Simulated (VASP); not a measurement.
# TiAl (P6/mmm) in VASP: single point with PBE

Aim: the single point of TiAl with PBE.

All numbers are computed with VASP 6.6.1; they aren't measurements. Logs are shortened: lines on timing, memory, paths and dates and some standing lists are left out, and cuts for length are marked.

### Step 1. The cell of the first run

It takes space group P6/mmm (No. 191, hexagonal). Conventional cell: a = 5.475 Å, b = 5.475 Å, c = 4.737 Å, α = 90.00°, β = 90.00°, γ = 120.00°. Within 3.6 Å of Ti (site symmetry mmm) lie 6 Al at 2.74 to 2.85 Å and 4 Ti at 2.74 Å. Al (site symmetry 6/mmm) has 6 Ti at 2.74 Å within 3.6 Å. Within 4.0 Å of Al (site symmetry -6m2) lie 6 Ti at 2.85 Å and 9 Al at 3.16 to 3.95 Å.

### Step 2. Single point, PBE

The input, INCAR:

```
  ALGO = Fast
  EDIFF = 1E-6
  ENCUT = 520
  GGA = PE
  ISIF = 2
  ISMEAR = 0
  LASPH = T
  LCHARG = F
  LREAL = F
  LWAVE = F
  NBANDS = 32
  NELM = 80
  PREC = Accurate
  SIGMA = 0.1
```

The input, KPOINTS:

```
k-points
0
Gamma
  6 6 4
```

The input, POSCAR:

```
TiAl
1.0
    5.4745241922      0.0000000000      0.0000000000
   -2.7372620961      4.7410770241      0.0000000000
    0.0000000000      0.0000000000      4.7374244972
Ti Al
3 3
Direct
    0.5000000000      0.0000000000      0.0000000000
    0.5000000000      0.5000000000      0.0000000000
    0.0000000000      0.5000000000      0.0000000000
    0.0000000000      0.0000000000      0.0000000000
    0.3333333333      0.6666666667      0.5000000000
    0.6666666667      0.3333333333      0.5000000000
```

Potentials or basis: VASP PAW PBE potentials, release 64 (Ti_sv, Al).

The run is started by

```bash
cat potpaw_PBE.64/Ti_sv/POTCAR potpaw_PBE.64/Al/POTCAR > POTCAR
mpirun -np 1 vasp_std > vasp.out
```

OUTCAR:

```text
EDIFF = 1E-6
   ENCUT = 520
   GGA = PE
   ISIF = 2
   ISMEAR = 0
   LASPH = T
   LREAL = F
   NELM = 80
   PREC = Accurate

 ion  position               nearest neighbor table
   1  0.500  0.000  0.000-   4 2.74   4 2.74   2 2.74   2 2.74   3 2.74   3 2.74   6 2.85   5 2.85
                             6 2.85   5 2.85
   2  0.500  0.500  0.000-   3 2.74   3 2.74   4 2.74   1 2.74   1 2.74   4 2.74   6 2.85   5 2.85
                             6 2.85   5 2.85
   3  0.000  0.500  0.000-   2 2.74   2 2.74   4 2.74   4 2.74   1 2.74   1 2.74   6 2.85   5 2.85
                             6 2.85   5 2.85
   4  0.000  0.000  0.000-   1 2.74   1 2.74   3 2.74   3 2.74   2 2.74   2 2.74
   5  0.333  0.667  0.500-   3 2.85   3 2.85   1 2.85   1 2.85   2 2.85   2 2.85   6 3.16   6 3.16
                             6 3.16
   6  0.667  0.333  0.500-   3 2.85   3 2.85   1 2.85   1 2.85   2 2.85   2 2.85   5 3.16   5 3.16
                             5 3.16

  LATTYP: Found a hexagonal cell.
 ALAT       =     5.4745241922
 C/A-ratio  =     0.8653582176

  Lattice vectors:

 A1 = (   5.4745241922,   0.0000000000,   0.0000000000)
 A2 = (  -2.7372620961,   4.7410770241,   0.0000000000)
 A3 = (   0.0000000000,   0.0000000000,   4.7374244972)

Analysis of symmetry for initial positions (statically):
=====================================================================
 Subroutine PRICEL returns:
 Original cell was already a primitive cell.

 Routine SETGRP: Setting up the symmetry group for a
 hexagonal supercell.

 Subroutine GETGRP returns: Found 24 space group operations
 (whereof 24 operations were pure point group operations)
 out of a pool of 24 trial point group operations.

The static configuration has the point symmetry D_6h.

Analysis of symmetry for dynamics (positions and initial velocities):
=====================================================================
 Subroutine PRICEL returns:
 Original cell was already a primitive cell.

 Routine SETGRP: Setting up the symmetry group for a
 hexagonal supercell.

 Subroutine GETGRP returns: Found 24 space group operations
 (whereof 24 operations were pure point group operations)
 out of a pool of 24 trial point group operations.

The dynamic configuration has the point symmetry D_6h.

 Subroutine INISYM returns: Found 24 space group operations
 (whereof 24 operations are pure point group operations),
 and found     1 'primitive' translations

----------------------------------------------------------------------------------------

                                     Primitive cell

  volume of cell :     122.9605

  direct lattice vectors                    reciprocal lattice vectors
     5.474524192  0.000000000  0.000000000     0.182664276  0.105461269  0.000000000
    -2.737262096  4.741077024  0.000000000     0.000000000  0.210922538  0.000000000
     0.000000000  0.000000000  4.737424497     0.000000000  0.000000000  0.211085158

  length of vectors
     5.474524192  5.474524192  4.737424497     0.210922538  0.210922538  0.211085158

  position of ions in fractional coordinates (direct lattice)
     0.500000000  0.000000000  0.000000000
     0.500000000  0.500000000  0.000000000
     0.000000000  0.500000000  0.000000000
     0.000000000  0.000000000  0.000000000
     0.333333333  0.666666667  0.500000000
     0.666666667  0.333333333  0.500000000

  ion indices of the primitive-cell ions
   primitive index   ion index
                 1           1
                 2           2
                 3           3
                 4           4
                 5           5
                 6           6

----------------------------------------------------------------------------------------

 KPOINTS: k-points

Automatic generation of k-mesh.
 Grid dimensions read from file:
 generate k-points for:    6    6    4

 Generating k-lattice:

  Cartesian coordinates                     Fractional coordinates (reciprocal lattice)
     0.030444046  0.017576878  0.000000000     0.166666667  0.000000000  0.000000000
     0.000000000  0.035153756  0.000000000     0.000000000  0.166666667  0.000000000
     0.000000000  0.000000000  0.052771290     0.000000000  0.000000000  0.250000000

  Length of vectors
     0.035153756  0.035153756  0.052771290

  Shift w.r.t. Gamma in fractional coordinates (k-lattice)
     0.000000000  0.000000000  0.000000000

 Subroutine IBZKPT returns following result:
 ===========================================

 Found     21 irreducible k-points:

 Following reciprocal coordinates:
            Coordinates               Weight
  0.000000  0.000000  0.000000      1.000000
  0.166667  0.000000  0.000000      6.000000
  0.333333  0.000000  0.000000      6.000000
  0.500000  0.000000  0.000000      3.000000
  0.166667  0.166667  0.000000      6.000000
  0.333333  0.166667  0.000000     12.000000
[... 13 lines left out ...]
  0.333333  0.166667  0.500000     12.000000
  0.333333  0.333333  0.500000      2.000000
   k-points           NKPTS =     21   k-points in BZ     NKDIM =     21   number of bands    NBANDS=     32
   number of dos      NEDOS =    301   number of ions     NIONS =      6
   total plane-waves  NPLWV =  63504
   dimension x,y,z NGX =    42 NGY =   42 NGZ =   36
   dimension x,y,z NGXF=    84 NGYF=   84 NGZF=   72
   ions per type =               3   3
   NGX,Y,Z   is equivalent  to a cutoff of  12.75, 12.75, 12.63 a.u.
   NGXF,Y,Z  is equivalent  to a cutoff of  25.51, 25.51, 25.27 a.u.
 SYSTEM =  unknown system
   PREC   = accura    normal or accurate (medium, high low for compatibility)
   ISTART =      0    job   : 0-new  1-cont  2-samecut
   ICHARG =      2    charge: 1-file 2-atom 10-const
   ISPIN  =      1    spin polarized calculation?
   LNONCOLLINEAR =      F non collinear calculations
   LSORBIT =      F    spin-orbit coupling
   LASPH  =      T    aspherical Exc in radial PAW
   ENCUT  =  520.0 eV  38.22 Ry    6.18 a.u.  10.18 10.18  8.81*2*pi/ulx,y,z
   NELM   =     80;   NELMIN=  2; NELMDL= -5     # of ELM steps
   EDIFF  = 0.1E-05   stopping-criterion for ELM
   LREAL  =      F    real-space projection
   EDIFFG = 0.1E-04   stopping-criterion for IOM
   NSW    =      0    number of steps for IOM
   IBRION =     -1    ionic relax: 0-MD 1-quasi-New 2-CG
   NFREE  =      0    steps in history (QN), initial steepest desc. (CG)
   ISIF   =      2    stress and relaxation
   ISYM   =      2    0-nonsym 1-usesym 2-fastsym
   POTIM  = 0.5000    time-step for ionic-motion
   TEBEG  =    0.0;   TEEND  =   0.0 temperature during run
   PSTRESS=    0.0 pullay stress
   NELECT =      45.0000    total number of electrons
   NUPDOWN=      -1.0000    fix difference up-down
   EMIN   =  10.00;   EMAX   =-10.00  energy-range for DOS
   EFERMI =   0.00;   METHOD = LEGACY
   ISMEAR =     0;   SIGMA  =   0.10  broadening in eV -4-tet -1-fermi 0-gaus
   EFERMI_NEDOS =   21; number of points for ismear=-14 and -15
   IALGO  =     68    algorithm
   IMIX   =      4    mixing-type and parameters
     AMIX     =   0.40;   BMIX     =  1.00
     AMIX_MAG =   1.60;   BMIX_MAG =  1.00
  volume/ion in A,a.u.               =      20.49       138.30
  Fermi-wavevector in a.u.,A,eV,Ry     =   1.171001  2.212870 18.656884  1.371242
  Thomas-Fermi vector in A             =   2.307451
   LORBIT       =      0    0 simple, 1 ext, 2 COOP (PROOUT), +10 PAW based schemes
   GGA     = PE    functional components
   LHFCALC =     F    Hartree Fock is set to
   AEXX    =    0.0000 exact exchange contribution
   IVDW    =     0    specifies the selected vdW correction
   LEPSILON=     F    determine dielectric tensor
   LRPA    =     F    only Hartree local field effects (RPA)
 non-spin polarized calculation
 RMM-DIIS sequential band-by-band and
 Gauss-broadening in eV      SIGMA  =   0.10
  energy-cutoff  :      520.00
  volume of cell :      122.96
 maximum number of plane-waves:      3359
 NGX is ok and might be reduce to    42
   NGX = 21   NGY = 21   NGZ = 17

 number of electron      45.0000002 magnetization

 Free energy of the ion-electron system (eV)
  ---------------------------------------------------
  ext. energy  EPLUGINS =         0.00000000
  ---------------------------------------------------
  free energy    TOTEN  =       -33.75990597 eV

  energy without entropy =      -33.72924381  energy(sigma->0) =      -33.74457489

 E-fermi :   5.6852     XC(G=0):  -9.8548

 val. band max:        5.6797203249   @ k =   0.5000   0.0000   0.5000
 cond. band min:       5.6973937318   @ k =   0.0000   0.0000   0.5000
 fundamental gap:      0.0176734069
 Fermi energy:         5.6852081607

 k-point     1 :       0.0000    0.0000    0.0000
  band No.  band energies     occupation
      1     -50.8669      2.00000
      2     -50.7455      2.00000
      3     -50.7455      2.00000
      4     -27.5036      2.00000
      5     -27.2851      2.00000
      6     -27.2851      2.00000
[... 24 lines left out ...]
     31       8.4621      0.00000
     32       9.9744      0.00000

 k-point     2 :       0.1667    0.0000    0.0000
  band No.  band energies     occupation
      1     -50.8598      2.00000
      2     -50.7528      2.00000
      3     -50.7455      2.00000
      4     -27.4646      2.00000
      5     -27.2777      2.00000
      6     -27.2576      2.00000
[... 24 lines left out ...]
     31       8.4621      0.00000
     32      10.1642      0.00000
[... 628 lines left out ...]
     31       7.7126      0.00000
     32       8.1557      0.00000

 k-point    21 :       0.3333    0.3333    0.5000
  band No.  band energies     occupation
      1     -50.8065      2.00000
      2     -50.8065      2.00000
      3     -50.7456      2.00000
      4     -27.2158      2.00000
      5     -27.2158      2.00000
      6     -27.2075      2.00000
[... 24 lines left out ...]
     31       7.5936      0.00000
     32       7.7161      0.00000

------------------------ aborting loop because EDIFF is reached ----------------------------------------

  FORCE on cell =-STRESS in cart. coord.  units (eV):
  Direction    XX          YY          ZZ          XY          YZ          ZX
  --------------------------------------------------------------------------------------
  -------------------------------------------------------------------------------------
  Total       -0.1122348     -0.1122348     -0.0029927     -0.0000000     -0.0000000      0.0000000
  in kB       -1.4624212     -1.4624212     -0.0389947     -0.0000000     -0.0000000      0.0000000
  external PRESSURE =      -0.9879457 kB  Pullay stress =       0.0000000 kB

 VOLUME and BASIS-vectors are now :
 -----------------------------------------------------------------------------
  energy-cutoff  :      520.00
  volume of cell :      122.96
      direct lattice vectors                 reciprocal lattice vectors
     5.474524192  0.000000000  0.000000000     0.182664276  0.105461269  0.000000000
    -2.737262096  4.741077024  0.000000000     0.000000000  0.210922538  0.000000000
     0.000000000  0.000000000  4.737424497     0.000000000  0.000000000  0.211085158

 POSITION                                       TOTAL-FORCE (eV/Angst)
 -----------------------------------------------------------------------------------
      2.73726      0.00000      0.00000         0.000000     -0.000000      0.000000
      1.36863      2.37054      0.00000         0.000000     -0.000000      0.000000
     -1.36863      2.37054      0.00000         0.000000     -0.000000      0.000000
      0.00000      0.00000      0.00000         0.000000     -0.000000      0.000000
     -0.00000      3.16072      2.36871        -0.000000      0.000000      0.000000
      2.73726      1.58036      2.36871         0.000000     -0.000000      0.000000
 -----------------------------------------------------------------------------------
    total drift:                                0.000000      0.000000     -0.000000

  FREE ENERGIE OF THE ION-ELECTRON SYSTEM (eV)
  ---------------------------------------------------
  free  energy   TOTEN  =       -33.7599059700 eV

  energy  without entropy=      -33.7292438150  energy(sigma->0) =      -33.74457489
```

It took 3 min on 1 thread of AMD EPYC 7R13 (Zen 3), shared host; peak memory 0.24 GiB.

Results:

```
Free energy            : -33.7599 eV
Pressure               : -0.1 GPa
Band gap on the k mesh : zero (an odd number of electrons rules out a gap without spin polarisation)
```

Stress tensor (GPa, compression positive):
```
-0.15  0.00  0.00
 0.00 -0.15  0.00
 0.00  0.00  0.00
```

Levels at points of the mesh, in eV from the Fermi level:
| k point | band 19 | band 20 | band 21 | band 22 | band 23 | band 24 | band 25 | band 26 | band 27 | band 28 |
| --- | --- | --- | --- | --- | --- | --- | --- | --- | --- | --- |
| (0.00, 0.00, 0.00) | -1.84 | -0.94 | -0.42 | -0.42 | -0.41 | -0.41 | 0.04 | 0.04 | 2.28 | 2.28 |
| (0.50, 0.00, 0.00) | -1.04 | -0.87 | -0.55 | -0.30 | -0.14 | 0.19 | 0.50 | 0.78 | 1.45 | 1.53 |
| (0.00, 0.00, 0.50) | -0.80 | -0.80 | -0.27 | 0.01 | 0.01 | 0.45 | 0.45 | 0.61 | 1.38 | 1.38 |
| (0.50, 0.00, 0.50) | -1.27 | -1.27 | -1.23 | -0.01 | 0.55 | 0.65 | 1.00 | 1.02 | 1.08 | 1.35 |
